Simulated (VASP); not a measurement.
# Fe (P6_3/mmc) in VASP: relaxation of cell and atoms with PBE

Aim: the relaxation of cell and atoms of Fe with PBE.

Program: VASP 6.6.1. These are calculated values, not measurements. Logs are shortened: lines on timing, memory, paths and dates and some standing lists are left out, and cuts for length are marked.

### 1 The cell of the first run

The structure is hexagonal, space group P6_3/mmc (No. 194). The conventional cell has a = 2.512 Å, b = 2.512 Å, c = 4.046 Å, α = 90.00°, β = 90.00°, γ = 120.00°. Within 3.3 Å of Fe (site symmetry -6m2) lie 12 Fe at 2.49 to 2.51 Å.

This isn't the form of Fe at room conditions, which is bcc.

### 2 Relaxation of cell and atoms, PBE

Contents of INCAR:

```
SYSTEM = Fe
PREC = Accurate
ENCUT = 600
EDIFF = 1E-7
ISMEAR = -1
SIGMA = 0.1
LREAL = .False.
LASPH = .True.
NELM = 120
ALGO = Normal
ISIF = 3
LWAVE = .False.
LCHARG = .False.
GGA = PE
IBRION = 2
NSW = 80
EDIFFG = -0.01
GGA_COMPAT = .False.
NELMIN = 4
```

Contents of KPOINTS:

```
regular mesh
0
Gamma
  6 6 4
  0 0 0
```

Contents of POSCAR:

```
Fe
1.0
    1.2557558180     -2.1750328787      0.0000000000
    1.2557558180      2.1750328787      0.0000000000
    0.0000000000      0.0000000000      4.0456540052
Fe
2
Direct
    0.3333333333      0.6666666667      0.2500000000
    0.6666666667      0.3333333333      0.7500000000
```

Potentials or basis: VASP PAW PBE potentials, release 64 (Fe).

Command:

```console
> cat potpaw_PBE.64/Fe/POTCAR > POTCAR
> mpirun -np 1 vasp_std > vasp.out
```

OUTCAR:

```text
SYSTEM = Fe
   PREC = Accurate
   ENCUT = 600
   EDIFF = 1E-7
   ISMEAR = -1
   LREAL = .False.
   LASPH = .True.
   NELM = 120
   ISIF = 3
   GGA = PE
   IBRION = 2
   NSW = 80
   EDIFFG = -0.01
   NELMIN = 4

 ion  position               nearest neighbor table
   1  0.333  0.667  0.250-   2 2.49   2 2.49   2 2.49   2 2.49   2 2.49   2 2.49
   2  0.667  0.333  0.750-   1 2.49   1 2.49   1 2.49   1 2.49   1 2.49   1 2.49

  LATTYP: Found a hexagonal cell.
 ALAT       =     2.5115116360
 C/A-ratio  =     1.6108442211

  Lattice vectors:

 A1 = (   1.2557558180,  -2.1750328787,   0.0000000000)
 A2 = (   1.2557558180,   2.1750328787,   0.0000000000)
 A3 = (   0.0000000000,   0.0000000000,   4.0456540052)

Analysis of symmetry for initial positions (statically):
=====================================================================
 Subroutine PRICEL returns:
 Original cell was already a primitive cell.

 Routine SETGRP: Setting up the symmetry group for a
 hexagonal supercell.

 Subroutine GETGRP returns: Found 24 space group operations
 (whereof 12 operations were pure point group operations)
 out of a pool of 24 trial point group operations.

The static configuration has the point symmetry D_3d.
 The point group associated with its full space group is D_6h.

Analysis of symmetry for dynamics (positions and initial velocities):
=====================================================================
 Subroutine PRICEL returns:
 Original cell was already a primitive cell.

 Routine SETGRP: Setting up the symmetry group for a
 hexagonal supercell.

 Subroutine GETGRP returns: Found 24 space group operations
 (whereof 12 operations were pure point group operations)
 out of a pool of 24 trial point group operations.

The dynamic configuration has the point symmetry D_3d.
 The point group associated with its full space group is D_6h.

 Subroutine INISYM returns: Found 24 space group operations
 (whereof 12 operations are pure point group operations),
 and found     1 'primitive' translations

----------------------------------------------------------------------------------------

                                     Primitive cell

  volume of cell :      22.0999

  direct lattice vectors                    reciprocal lattice vectors
     1.255755818 -2.175032879  0.000000000     0.398166581 -0.229881582  0.000000000
     1.255755818  2.175032879  0.000000000     0.398166581  0.229881582  0.000000000
     0.000000000  0.000000000  4.045654005     0.000000000  0.000000000  0.247178824

  length of vectors
     2.511511636  2.511511636  4.045654005     0.459763165  0.459763165  0.247178824

  position of ions in fractional coordinates (direct lattice)
     0.333333333  0.666666667  0.250000000
     0.666666667  0.333333333  0.750000000

  ion indices of the primitive-cell ions
   primitive index   ion index
                 1           1
                 2           2

----------------------------------------------------------------------------------------

 KPOINTS: regular mesh

Automatic generation of k-mesh.
 Grid dimensions read from file:
 generate k-points for:    6    6    4

 Generating k-lattice:

  Cartesian coordinates                     Fractional coordinates (reciprocal lattice)
     0.066361097 -0.038313597  0.000000000     0.166666667  0.000000000  0.000000000
     0.066361097  0.038313597  0.000000000     0.000000000  0.166666667  0.000000000
     0.000000000  0.000000000  0.061794706     0.000000000  0.000000000  0.250000000

  Length of vectors
     0.076627194  0.076627194  0.061794706

  Shift w.r.t. Gamma in fractional coordinates (k-lattice)
     0.000000000  0.000000000  0.000000000

 Subroutine IBZKPT returns following result:
 ===========================================

 Found     21 irreducible k-points:

 Following reciprocal coordinates:
            Coordinates               Weight
  0.000000  0.000000  0.000000      1.000000
  0.166667 -0.000000  0.000000      6.000000
  0.333333  0.000000  0.000000      6.000000
  0.500000  0.000000  0.000000      3.000000
  0.166667  0.166667  0.000000      6.000000
  0.333333  0.166667  0.000000     12.000000
[... 13 lines left out ...]
  0.333333  0.166667  0.500000     12.000000
  0.333333  0.333333  0.500000      2.000000
   k-points           NKPTS =     21   k-points in BZ     NKDIM =     21   number of bands    NBANDS=     12
   number of dos      NEDOS =    301   number of ions     NIONS =      2
   total plane-waves  NPLWV =  12800
   dimension x,y,z NGX =    20 NGY =   20 NGZ =   32
   dimension x,y,z NGXF=    40 NGYF=   40 NGZF=   64
   ions per type =               2
   NGX,Y,Z   is equivalent  to a cutoff of  13.24, 13.24, 13.15 a.u.
   NGXF,Y,Z  is equivalent  to a cutoff of  26.48, 26.48, 26.30 a.u.
 SYSTEM =  Fe
   PREC   = accura    normal or accurate (medium, high low for compatibility)
   ISTART =      0    job   : 0-new  1-cont  2-samecut
   ICHARG =      2    charge: 1-file 2-atom 10-const
   ISPIN  =      1    spin polarized calculation?
   LNONCOLLINEAR =      F non collinear calculations
   LSORBIT =      F    spin-orbit coupling
   LASPH  =      T    aspherical Exc in radial PAW
   ENCUT  =  600.0 eV  44.10 Ry    6.64 a.u.   5.02  5.02  8.08*2*pi/ulx,y,z
   NELM   =    120;   NELMIN=  4; NELMDL= -5     # of ELM steps
   EDIFF  = 0.1E-06   stopping-criterion for ELM
   LREAL  =      F    real-space projection
   EDIFFG = -.1E-01   stopping-criterion for IOM
   NSW    =     80    number of steps for IOM
   IBRION =      2    ionic relax: 0-MD 1-quasi-New 2-CG
   NFREE  =      1    steps in history (QN), initial steepest desc. (CG)
   ISIF   =      3    stress and relaxation
   ISYM   =      2    0-nonsym 1-usesym 2-fastsym
   POTIM  = 0.5000    time-step for ionic-motion
   TEBEG  =    0.0;   TEEND  =   0.0 temperature during run
   PSTRESS=    0.0 pullay stress
   NELECT =      16.0000    total number of electrons
   NUPDOWN=      -1.0000    fix difference up-down
   EMIN   =  10.00;   EMAX   =-10.00  energy-range for DOS
   EFERMI =   0.00;   METHOD = LEGACY
   ISMEAR =    -1;   SIGMA  =   0.10  broadening in eV -4-tet -1-fermi 0-gaus
   EFERMI_NEDOS =   21; number of points for ismear=-14 and -15
   IALGO  =     38    algorithm
   IMIX   =      4    mixing-type and parameters
     AMIX     =   0.40;   BMIX     =  1.00
     AMIX_MAG =   1.60;   BMIX_MAG =  1.00
  volume/ion in A,a.u.               =      11.05        74.57
  Fermi-wavevector in a.u.,A,eV,Ry     =   1.470003  2.777903 29.400952  2.160909
  Thomas-Fermi vector in A             =   2.585312
   LORBIT       =      0    0 simple, 1 ext, 2 COOP (PROOUT), +10 PAW based schemes
   GGA     = PE    functional components
   LHFCALC =     F    Hartree Fock is set to
   AEXX    =    0.0000 exact exchange contribution
   IVDW    =     0    specifies the selected vdW correction
   LEPSILON=     F    determine dielectric tensor
   LRPA    =     F    only Hartree local field effects (RPA)
 conjugate gradient relaxation of ions
 non-spin polarized calculation
  energy-cutoff  :      600.00
  volume of cell :       22.10
 maximum number of plane-waves:       756
 NGX is ok and might be reduce to    20
   NGX =  9   NGY =  9   NGZ = 17

--------------------------------------- Ionic step        1  -------------------------------------------

 number of electron      16.0000002 magnetization

 Free energy of the ion-electron system (eV)
  ---------------------------------------------------
  ext. energy  EPLUGINS =         0.00000000
  ---------------------------------------------------
  free energy    TOTEN  =       -16.20945212 eV

  energy without entropy =      -16.08299865  energy(sigma->0) =      -16.14622538

------------------------ aborting loop because EDIFF is reached ----------------------------------------

  FORCE on cell =-STRESS in cart. coord.  units (eV):
  Direction    XX          YY          ZZ          XY          YZ          ZX
  --------------------------------------------------------------------------------------
  -------------------------------------------------------------------------------------
  Total       -2.1713592     -2.1713592     -3.3616832      0.0000000      0.0000000     -0.0000000
  in kB     -157.4173166   -157.4173166   -243.7123904      0.0000000      0.0000000     -0.0000000
  external PRESSURE =    -186.1823412 kB  Pullay stress =       0.0000000 kB

 VOLUME and BASIS-vectors are now :
 -----------------------------------------------------------------------------
  energy-cutoff  :      600.00
  volume of cell :       22.10
      direct lattice vectors                 reciprocal lattice vectors
     1.255755818 -2.175032879  0.000000000     0.398166581 -0.229881582  0.000000000
     1.255755818  2.175032879  0.000000000     0.398166581  0.229881582  0.000000000
     0.000000000  0.000000000  4.045654005     0.000000000  0.000000000  0.247178824
[... 253 lines left out ...]
 POSITION                                       TOTAL-FORCE (eV/Angst)
 -----------------------------------------------------------------------------------
      1.23408      0.71249      0.97001         0.000000     -0.000000      0.000000
      1.23408     -0.71249      2.91002        -0.000000      0.000000      0.000000
 -----------------------------------------------------------------------------------
    total drift:                                0.000000      0.000000     -0.000000

  FREE ENERGIE OF THE ION-ELECTRON SYSTEM (eV)
  ---------------------------------------------------
  free  energy   TOTEN  =       -16.3250789951 eV

  energy  without entropy=      -16.2139137396  energy(sigma->0) =      -16.26949637

--------------------------------------- Ionic step        9  -------------------------------------------

 number of electron      15.9999995 magnetization

 Free energy of the ion-electron system (eV)
  ---------------------------------------------------
  ext. energy  EPLUGINS =         0.00000000
  ---------------------------------------------------
  free energy    TOTEN  =       -16.32516407 eV

  energy without entropy =      -16.21431850  energy(sigma->0) =      -16.26974129

 E-fermi :   6.9953     XC(G=0): -13.7765

 val. band max:        6.9259691228   @ k =   0.3333   0.0000   0.2500
 cond. band min:       6.9984433828   @ k =   0.5000   0.0000   0.5000
 fundamental gap:      0.0724742600
 Fermi energy:         6.9953116614

 k-point     1 :       0.0000    0.0000    0.0000
  band No.  band energies     occupation
      1      -2.0193      2.00000
      2       1.9758      2.00000
      3       5.2520      2.00000
      4       5.2520      2.00000
      5       5.4186      2.00000
      6       5.7257      1.99999
      7       5.7257      1.99999
      8       6.0299      1.99987
      9       6.0299      1.99987
     10       7.5007      0.01269
     11       7.6087      0.00433
     12       7.6087      0.00433

 k-point     2 :       0.1667   -0.0000    0.0000
  band No.  band energies     occupation
      1      -1.0274      2.00000
      2       2.5443      2.00000
      3       4.5527      2.00000
      4       4.8698      2.00000
      5       5.4627      2.00000
      6       5.6930      2.00000
      7       5.8012      1.99999
      8       5.9889      1.99991
      9       6.0284      1.99987
     10       6.2004      1.99929
     11       7.7592      0.00096
     12      10.8974      0.00000
[... 305 lines left out ...]
 POSITION                                       TOTAL-FORCE (eV/Angst)
 -----------------------------------------------------------------------------------
      1.23329      0.71204      0.96914        -0.000000      0.000000     -0.000000
      1.23329     -0.71204      2.90741         0.000000     -0.000000      0.000000
 -----------------------------------------------------------------------------------
    total drift:                                0.000000      0.000000     -0.000000

  FREE ENERGIE OF THE ION-ELECTRON SYSTEM (eV)
  ---------------------------------------------------
  free  energy   TOTEN  =       -16.3251640675 eV

  energy  without entropy=      -16.2143185050  energy(sigma->0) =      -16.26974129

 reached required accuracy - stopping structural energy minimisation
```

It took 24 s on 1 thread of Intel Xeon 6975P-C (Granite Rapids), shared host; peak memory 0.14 GiB.

Results:

```yaml
Free_energy: -16.3252 eV
Relaxed_volume: 10.21 Å³/atom
Relaxed_cell: a = 2.467 Å, b = 2.467 Å, c = 3.877 Å, α = 90.00°, β = 90.00°, γ = 120.00°
Space_group_after_relaxing_to_0.1_Å: P6_3/mmc (No. 194)
Energy_gained_by_relaxing: 57.9 meV/atom
Ionic_steps: 9
Pressure_after_relaxing: 0.0 GPa
Band_gap_on_the_k_mesh: zero (bands 8 and 9 overlap by 1.66 eV)
```

Step by step:
| step | energy change (eV) | largest force (eV/Å) | pressure (GPa) | volume (Å³) |
| --- | --- | --- | --- | --- |
| 1 | 0.0000 | 0.0000 | -18.62 | 22.10 |
| 2 | 0.1445 | 0.0000 | 42.23 | 18.24 |
| 3 | -0.1129 | 0.0000 | -0.13 | 20.43 |
| 4 | -0.1130 | 0.0000 | 0.42 | 20.40 |
| 5 | -0.1130 | 0.0000 | 0.89 | 20.36 |
| 6 | -0.1155 | 0.0000 | 0.41 | 20.40 |
| 7 | -0.1157 | 0.0000 | 0.48 | 20.39 |
| 8 | -0.1156 | 0.0000 | -0.59 | 20.47 |
| 9 | -0.1157 | 0.0000 | 0.03 | 20.43 |

Final structure:
```
Fe
1.0
     1.23329   -2.13612    0.00000
     1.23329    2.13612    0.00000
     0.00000    0.00000    3.87655
Fe
2
Direct
  0.33333 0.66667 0.25000
  0.66667 0.33333 0.75000
```

Caveat: the k points lie up to 0.49 Å⁻¹ apart in the final cell, too coarse for converged energies and pressures of a metal; the run has no spin polarisation, though such a crystal can be magnetic.
